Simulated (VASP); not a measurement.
# Al3H in VASP: relaxation of the atoms with PBE

Aim: the relaxation of the atoms of Al3H with PBE.

Program: VASP 6.6.1. These are calculated values, not measurements. Logs are shortened: lines on timing, memory, paths and dates and some standing lists are left out, and cuts for length are marked.

## (1) The cell of the first run

The cell holds a slab with vacuum, 4 atoms: a = 2.857 Å, b = 2.857 Å, c = 19.675 Å, α = 90.00°, β = 90.00°, γ = 90.00°.

## (2) Relaxation of the atoms, PBE

Input file INCAR:

```
PREC = Accurate ; ENCUT = 520
EDIFF = 1E-6 ; ISMEAR = 0
SIGMA = 0.1 ; LREAL = F
LASPH = T ; NELM = 100
ALGO = Normal ; ISIF = 2
LWAVE = F ; LCHARG = F
LDIPOL = T ; IDIPOL = 3
DIPOL = 0.5 0.5 0.352 ; GGA = PE
IBRION = 2 ; NSW = 36
EDIFFG = -0.025
```

Input file KPOINTS:

```
Automatic mesh
0
Gamma
  9 9 1
```

Input file POSCAR:

```
Al3H
1.0
    2.8567582918      0.0000000000      0.0000000000
    0.0000000000      2.8567582918      0.0000000000
    0.0000000000      0.0000000000     19.6746954317
Al H
3 1
Selective dynamics
Direct
    0.5000000000      0.5000000000      0.2033068321  F F F
    0.0000000000      0.0000000000      0.3092728609  F F F
    0.5000000000      0.5000000000      0.4154928578  F F F
    0.5000000000      0.8333333333      0.4803005545  F F T
```

Potentials or basis: VASP PAW PBE potentials, release 64 (Al, H).

The run is started by

```
cat potpaw_PBE.64/Al/POTCAR potpaw_PBE.64/H/POTCAR > POTCAR
mpirun -np 1 vasp_std > vasp.out
```

OUTCAR:

```text
PREC = Accurate
   ENCUT = 520
   EDIFF = 1E-6
   ISMEAR = 0
   LREAL = F
   LASPH = T
   NELM = 100
   ISIF = 2
   GGA = PE
   IBRION = 2
   NSW = 36
   EDIFFG = -0.025

 ion  position               nearest neighbor table
   1  0.500  0.500  0.203-   2 2.90   2 2.90   2 2.90   2 2.90
   2  0.000  0.000  0.309-   1 2.90   1 2.90   1 2.90   1 2.90   3 2.91   3 2.91   3 2.91   3 2.91

   3  0.500  0.500  0.415-   4 1.59   2 2.91   2 2.91   2 2.91   2 2.91
   4  0.500  0.833  0.480-   3 1.59

  LATTYP: Found a simple tetragonal cell.
 ALAT       =     2.8567582918
 C/A-ratio  =     6.8870703861

  Lattice vectors:

 A1 = (   2.8567582918,   0.0000000000,   0.0000000000)
 A2 = (   0.0000000000,   2.8567582918,   0.0000000000)
 A3 = (   0.0000000000,   0.0000000000,  19.6746954317)

Analysis of symmetry for initial positions (statically):
=====================================================================
 Subroutine PRICEL returns:
 Original cell was already a primitive cell.

 Routine SETGRP: Setting up the symmetry group for a
 simple tetragonal supercell.

 Subroutine GETGRP returns: Found  2 space group operations
 (whereof  2 operations were pure point group operations)
 out of a pool of 16 trial point group operations.

The static configuration has the point symmetry C_1h.

Analysis of symmetry for dynamics (positions and initial velocities):
=====================================================================
 Subroutine PRICEL returns:
 Original cell was already a primitive cell.

 Routine SETGRP: Setting up the symmetry group for a
 simple tetragonal supercell.

 Subroutine GETGRP returns: Found  2 space group operations
 (whereof  2 operations were pure point group operations)
 out of a pool of 16 trial point group operations.

The dynamic configuration has the point symmetry C_1h.

Analysis of constrained symmetry for selective dynamics:
=====================================================================
 Subroutine PRICEL returns:
 Original cell was already a primitive cell.

 Routine SETGRP: Setting up the symmetry group for a
 simple tetragonal supercell.

 Subroutine GETGRP returns: Found  2 space group operations
 (whereof  2 operations were pure point group operations)
 out of a pool of 16 trial point group operations.

The constrained configuration has the point symmetry C_1h.

 Subroutine INISYM returns: Found  2 space group operations
 (whereof  2 operations are pure point group operations),
 and found     1 'primitive' translations

----------------------------------------------------------------------------------------

                                     Primitive cell

  volume of cell :     160.5665

  direct lattice vectors                    reciprocal lattice vectors
     2.856758292  0.000000000  0.000000000     0.350047116  0.000000000  0.000000000
     0.000000000  2.856758292  0.000000000     0.000000000  0.350047116  0.000000000
     0.000000000  0.000000000 19.674695432     0.000000000  0.000000000  0.050826708

  length of vectors
     2.856758292  2.856758292 19.674695432     0.350047116  0.350047116  0.050826708

  position of ions in fractional coordinates (direct lattice)
     0.500000000  0.500000000  0.203306832
     0.000000000  0.000000000  0.309272861
     0.500000000  0.500000000  0.415492858
     0.500000000  0.833333333  0.480300554

  ion indices of the primitive-cell ions
   primitive index   ion index
                 1           1
                 2           2
                 3           3
                 4           4

----------------------------------------------------------------------------------------

 KPOINTS: Automatic mesh

Automatic generation of k-mesh.
 Grid dimensions read from file:
 generate k-points for:    9    9    1

 Generating k-lattice:

  Cartesian coordinates                     Fractional coordinates (reciprocal lattice)
     0.038894124  0.000000000  0.000000000     0.111111111  0.000000000  0.000000000
     0.000000000  0.038894124  0.000000000     0.000000000  0.111111111  0.000000000
     0.000000000  0.000000000  0.050826708     0.000000000  0.000000000  1.000000000

  Length of vectors
     0.038894124  0.038894124  0.050826708

  Shift w.r.t. Gamma in fractional coordinates (k-lattice)
     0.000000000  0.000000000  0.000000000

 Subroutine IBZKPT returns following result:
 ===========================================

 Found     25 irreducible k-points:

 Following reciprocal coordinates:
            Coordinates               Weight
  0.000000  0.000000  0.000000      1.000000
  0.111111  0.000000  0.000000      2.000000
  0.000000  0.111111  0.000000      2.000000
  0.222222  0.000000  0.000000      2.000000
  0.000000  0.222222  0.000000      2.000000
  0.333333  0.000000  0.000000      2.000000
[... 16 lines left out ...]
  0.444444  0.333333  0.000000      4.000000
 -0.333333  0.444444  0.000000      4.000000
   k-points           NKPTS =     25   k-points in BZ     NKDIM =     25   number of bands    NBANDS=      9
   number of dos      NEDOS =    301   number of ions     NIONS =      4
   total plane-waves  NPLWV =  86400
   dimension x,y,z NGX =    24 NGY =   24 NGZ =  150
   dimension x,y,z NGXF=    48 NGYF=   48 NGZF=  300
   ions per type =               3   1
   NGX,Y,Z   is equivalent  to a cutoff of  13.97, 13.97, 12.67 a.u.
   NGXF,Y,Z  is equivalent  to a cutoff of  27.93, 27.93, 25.35 a.u.
 SYSTEM =  unknown system
   PREC   = accura    normal or accurate (medium, high low for compatibility)
   ISTART =      0    job   : 0-new  1-cont  2-samecut
   ICHARG =      2    charge: 1-file 2-atom 10-const
   ISPIN  =      1    spin polarized calculation?
   LNONCOLLINEAR =      F non collinear calculations
   LSORBIT =      F    spin-orbit coupling
   LASPH  =      T    aspherical Exc in radial PAW
   ENCUT  =  520.0 eV  38.22 Ry    6.18 a.u.   5.31  5.31 36.58*2*pi/ulx,y,z
   NELM   =    100;   NELMIN=  2; NELMDL= -5     # of ELM steps
   EDIFF  = 0.1E-05   stopping-criterion for ELM
   LREAL  =      F    real-space projection
   EDIFFG = -.3E-01   stopping-criterion for IOM
   NSW    =     36    number of steps for IOM
   IBRION =      2    ionic relax: 0-MD 1-quasi-New 2-CG
   NFREE  =      1    steps in history (QN), initial steepest desc. (CG)
   ISIF   =      2    stress and relaxation
   ISYM   =      2    0-nonsym 1-usesym 2-fastsym
   POTIM  = 0.5000    time-step for ionic-motion
   TEBEG  =    0.0;   TEEND  =   0.0 temperature during run
   PSTRESS=    0.0 pullay stress
   NELECT =      10.0000    total number of electrons
   NUPDOWN=      -1.0000    fix difference up-down
   EMIN   =  10.00;   EMAX   =-10.00  energy-range for DOS
   EFERMI =   0.00;   METHOD = LEGACY
   ISMEAR =     0;   SIGMA  =   0.10  broadening in eV -4-tet -1-fermi 0-gaus
   EFERMI_NEDOS =   21; number of points for ismear=-14 and -15
   IALGO  =     38    algorithm
   IMIX   =      4    mixing-type and parameters
     AMIX     =   0.40;   BMIX     =  1.00
     AMIX_MAG =   1.60;   BMIX_MAG =  1.00
  volume/ion in A,a.u.               =      40.14       270.89
  Fermi-wavevector in a.u.,A,eV,Ry     =   0.648918  1.226277  5.729340  0.421095
  Thomas-Fermi vector in A             =   1.717706
   LORBIT       =      0    0 simple, 1 ext, 2 COOP (PROOUT), +10 PAW based schemes
   GGA     = PE    functional components
   LHFCALC =     F    Hartree Fock is set to
   AEXX    =    0.0000 exact exchange contribution
   IVDW    =     0    specifies the selected vdW correction
   LEPSILON=     F    determine dielectric tensor
   LRPA    =     F    only Hartree local field effects (RPA)
 conjugate gradient relaxation of ions
 non-spin polarized calculation
 Gauss-broadening in eV      SIGMA  =   0.10
  energy-cutoff  :      520.00
  volume of cell :      160.57
 maximum number of plane-waves:      4361
 NGX is ok and might be reduce to    24
   NGX = 11   NGY = 11   NGZ = 73

--------------------------------------- Ionic step        1  -------------------------------------------

 number of electron      10.0000000 magnetization

 dipolmoment           0.000000      0.000000     -0.021037 electrons x Angstroem

 number of electron       9.9999999 magnetization

 Free energy of the ion-electron system (eV)
  ---------------------------------------------------
  ext. energy  EPLUGINS =         0.00000000
  ---------------------------------------------------
  free energy    TOTEN  =       -13.42719431 eV

  energy without entropy =      -13.42117679  energy(sigma->0) =      -13.42418555

------------------------ aborting loop because EDIFF is reached ----------------------------------------

  FORCE on cell =-STRESS in cart. coord.  units (eV):
  Direction    XX          YY          ZZ          XY          YZ          ZX
  --------------------------------------------------------------------------------------
  -------------------------------------------------------------------------------------
  Total       -1.5104818     -1.4163047      0.3538490      0.0000000      0.9735054      0.0000000
  in kB      -15.0720067    -14.1322807      3.5308033      0.0000000      9.7139066      0.0000000
  external PRESSURE =      -8.5578280 kB  Pullay stress =       0.0000000 kB
[... 63 lines left out ...]
--------------------------------------- Ionic step        3  -------------------------------------------

 number of electron       9.9999999 magnetization

 dipolmoment           0.000000      0.000000      0.025692 electrons x Angstroem

 Free energy of the ion-electron system (eV)
  ---------------------------------------------------
  ext. energy  EPLUGINS =         0.00000000
  ---------------------------------------------------
  free energy    TOTEN  =       -13.43541487 eV

  energy without entropy =      -13.42957959  energy(sigma->0) =      -13.43249723

 E-fermi :  -0.3874     XC(G=0):  -4.3043

 val. band max:       -0.4520141240   @ k =   0.3333   0.1111   0.0000
 cond. band min:      -0.3616201497   @ k =  -0.2222   0.4444   0.0000
 fundamental gap:      0.0903939743
 Fermi energy:        -0.3873834968

 k-point     1 :       0.0000    0.0000    0.0000
  band No.  band energies     occupation
      1     -10.8342      2.00000
      2      -9.0429      2.00000
      3      -6.5281      2.00000
      4      -3.5211      2.00000
      5       0.3620      0.00000
      6       3.1088      0.00000
      7       3.8889      0.00000
      8       4.8921      0.00000
      9       5.4198      0.00000
[... 265 lines left out ...]
 k-point    24 :      -0.3333    0.4444    0.0000
  band No.  band energies     occupation
      1      -5.4869      2.00000
      2      -4.3373      2.00000
      3      -3.3770      2.00000
      4      -2.4125      2.00000
      5      -1.1070      2.00000
      6       0.4142      0.00000
      7       0.7752      0.00000
      8       1.9611      0.00000
      9       2.4786      0.00000

 [... further k-points ...]

------------------------ aborting loop because EDIFF is reached ----------------------------------------

 vacuum level on the upper side and lower side of the slab       (xc-potential included)         0.258        -0.393

  FORCE on cell =-STRESS in cart. coord.  units (eV):
  Direction    XX          YY          ZZ          XY          YZ          ZX
  --------------------------------------------------------------------------------------
  -------------------------------------------------------------------------------------
  Total       -1.4796911     -1.6254751     -0.1590757      0.0000000      0.6988345      0.0000000
  in kB      -14.7647677    -16.2194410     -1.5873018      0.0000000      6.9731646      0.0000000
  external PRESSURE =     -10.8571702 kB  Pullay stress =       0.0000000 kB
[... 19 lines left out ...]
  FREE ENERGIE OF THE ION-ELECTRON SYSTEM (eV)
  ---------------------------------------------------
  free  energy   TOTEN  =       -13.4354148680 eV

  energy  without entropy=      -13.4295795878  energy(sigma->0) =      -13.43249723

 reached required accuracy - stopping structural energy minimisation

 vacuum level on the upper side and lower side of the slab         4.288         3.709
```

It took 2.2 min on 1 thread of Oxide Virtual Turin-like, shared host; peak memory 0.25 GiB.

What came out:

| Quantity | Value |
| --- | --- |
| Free energy | -13.4354 eV |
| Energy gained by relaxing | 2.1 meV/atom |
| Ionic steps | 3 |
| Band gap on the k mesh | zero (bands 5 and 6 overlap by 1.81 eV) |

The path:
```tsv
step	energy change (eV)	largest force on free atoms (eV/Å)	pressure (GPa)
1	0.0000	0.3706	-0.86
2	-0.0053	0.2194	-0.95
3	-0.0082	0.0057	-1.09
```

Final structure:
```xyz
4
Lattice="2.8568 0.0000 0.0000 0.0000 2.8568 0.0000 0.0000 0.0000 19.6747" Properties=species:S:1:pos:R:3 pbc="T T T"
Al    1.4284    1.4284    4.0000
Al    0.0000    0.0000    6.0848
Al    1.4284    1.4284    8.1747
H     1.4284    2.3806    9.4957
```

The gap in the log of VASP goes by the Fermi energy; the results here count the filled bands.